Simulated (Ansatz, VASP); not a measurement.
## One calculation of Si2Mo, two programs

Contents of INCAR:

```
SYSTEM = Si2Mo
  PREC = Accurate
  ENCUT = 520
  EDIFF = 1E-6
  ISMEAR = -1
  SIGMA = 0.05
  LREAL = .False.
  LASPH = .True.
  NELM = 60
  ALGO = Normal
  ISIF = 2
  LWAVE = .False.
  LCHARG = .True.
  GGA = PE
  LELF = .True.
  LVHAR = .True.
  NBANDS = 18
```

File KPOINTS:

```
Automatic mesh
0
Gamma
  9 9 9
  0 0 0
```

POSCAR

```
Si2Mo
1.0
   -1.6640000000      1.6640000000      3.9305000000
    1.6640000000     -1.6640000000      3.9305000000
    1.6640000000      1.6640000000     -3.9305000000
Mo Si
1 2
Direct
    0.0000000000      0.0000000000      0.0000000000
    0.6670000000      0.6670000000      0.0000000000
    0.3330000000      0.3330000000      0.0000000000
```

Contents of input.yaml:

```yaml
crystal:
  lattice:
    - [-1.664, 1.664, 3.9305]
    - [1.664, -1.664, 3.9305]
    - [1.664, 1.664, -3.9305]
  atoms:
    - { symbol: Mo, position: [0.0, 0.0, 0.0] }
    - { symbol: Si, position: [0.667, 0.667, 0.0] }
    - { symbol: Si, position: [0.333, 0.333, 0.0] }
hamiltonian:
  xc: pbe
  pseudopotentials: { kind: paw }
kpoints:
  mp_grid: { grid: [9, 9, 9] }
  band_path:
    path:
      - [[0.0, 0.0, 0.0], [0.0, 0.0, 0.5], [-0.0896150697, 0.0896150697, 0.5], [-0.2948075349, 0.2948075349, 0.2948075349], [0.0, 0.0, 0.0], [0.5, 0.5, -0.5], [0.2948075349, 0.7051924651, -0.2948075349], [0.0, 0.5, 0.0], [0.25, 0.25, 0.25], [0.5, 0.5, -0.0896150697], [0.5, 0.5, -0.5]]
      - [[0.0, 0.0, 0.5], [0.25, 0.25, 0.25]]
    npoints: 14
scf:
  occupations: { method: fermi_dirac, width: 0.05 }
  n_extra_bands: 7
output:
  forces: true
  stress: true
  eigenvalues: true
  fatbands: false
```

Alike in both runs: functional PBE; k mesh 9 × 9 × 9; occupations fermi-dirac, width 0.05 eV; no spin polarisation.

|  | VASP | Ansatz |
| --- | --- | --- |
| version | VASP 6.6.1 | Ansatz 0.2.0 |
| potentials or method | VASP PAW PBE potentials, release 64 (Mo_sv, Si) | Ansatz PAW |
| plane-wave cutoff (eV) | 520 | 420 |
| valence electrons in the cell | 22 | 22 |
| task | single point | band structure |

|  | VASP | Ansatz | Ansatz less VASP |
| --- | --- | --- | --- |
| gap on the k mesh at the Fermi level (eV) | none | none | - |
| pressure (GPa) | -11.2 | -11.3 | -0.13 |
| traceless stress, the component that is largest in VASP (GPa) | 6.63 | 6.62 | -0.002 |
| rms of the force components (eV/Å) | 0.184 | 0.185 | +0.0007 |

Atom by atom the forces differ by 0.001 eV/Å (rms over components). A gap of «none» marks a metal or a gap that the smearing closes. With one functional, cell and mesh, what is left measures potentials, basis and numerics.
